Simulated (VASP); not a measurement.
# AlN: single point with PBE

AlN:

```xyz
8
Lattice="-1.6567 2.8696 0.0000 0.0000 0.0000 4.1875 4.9702 2.8696 0.0000" Properties=species:S:1:pos:R:3 pbc="T T T"
Al    0.6300    2.5430    3.1406
Al    3.3135    1.9130    3.1406
Al    1.6567    0.9565    1.0469
Al    3.3135    3.8261    1.0469
N     0.0000    1.9130    1.0469
N     3.3135    1.9130    1.0469
N     1.6567    0.9565    3.1406
N     3.3135    3.8261    3.1406
```

This cell differs from its parent crystal: atom 1 (Al) moved by +0.630 Å along [1 0 0] and +0.630 Å along [1 2 0].

| Quantity | Value |
| --- | --- |
| Program | VASP 6.6.1 |
| Task | single point |
| Functional | PBE |
| Potentials or basis | VASP PAW PBE potentials, release 64 (Al, N) |
| Cutoff | 520 eV |
| k mesh | 8 × 6 × 4 |
| Occupations | gaussian, width 0.05 eV |
| Spin | no spin polarisation |

The pressure is 21.0 GPa. The largest force is 21.427 eV/Å and the band gap on the k mesh is 1.80 eV.

Forces on the atoms (eV/Å):
```
Al    5.053 -20.822   0.000
Al    2.886   2.372   0.000
Al   -1.421   0.227   0.000
Al    0.812   0.473   0.000
N     2.234   1.685   0.000
N    -0.896  -0.529   0.000
N    -6.848  17.564   0.000
N    -1.821  -0.969   0.000
```

Stress tensor (GPa, compression positive):
```
  9.51 -24.92   0.00
-24.92  50.81   0.00
  0.00   0.00   2.78
```

Levels at points of the mesh, in eV from the valence-band top:
```
           k point  band 14  band 15  band 16  band 17  band 18  band 19
(0.00, 0.00, 0.00)    -1.16    -0.96     0.00     1.80     3.95     4.50
(0.50, 0.00, 0.00)    -2.29    -2.17    -1.54     3.27     3.93     6.37
(0.00, 0.50, 0.00)    -1.89    -1.84    -1.27     3.64     4.41     5.55
(0.50, 0.50, 0.00)    -1.03    -0.82    -0.57     3.59     4.12     6.66
(0.00, 0.00, 0.50)    -1.28    -0.90    -0.67     3.47     5.26     5.76
(0.50, 0.00, 0.50)    -2.64    -1.77    -0.93     2.14     4.39     4.75
(0.00, 0.50, 0.50)    -1.96    -1.52    -0.95     3.42     4.30     5.77
(0.50, 0.50, 0.50)    -1.55    -1.33    -1.32     2.61     3.41     5.39
```

Run time: 80 s on 1 thread of AMD EPYC 9R45 96-Core Processor (Zen 5), on a shared host, peak memory 0.23 GiB.

Caveat: the cell differs from its parent crystal (atom 1 (Al) moved by +0.630 Å along [1 0 0] and +0.630 Å along [1 2 0]); the stress differs along the axes, from 3 to 51 GPa; forces of over 1 eV/Å act on the atoms, so gaps and moduli don't describe the material at rest. A k mesh can miss the band edges.
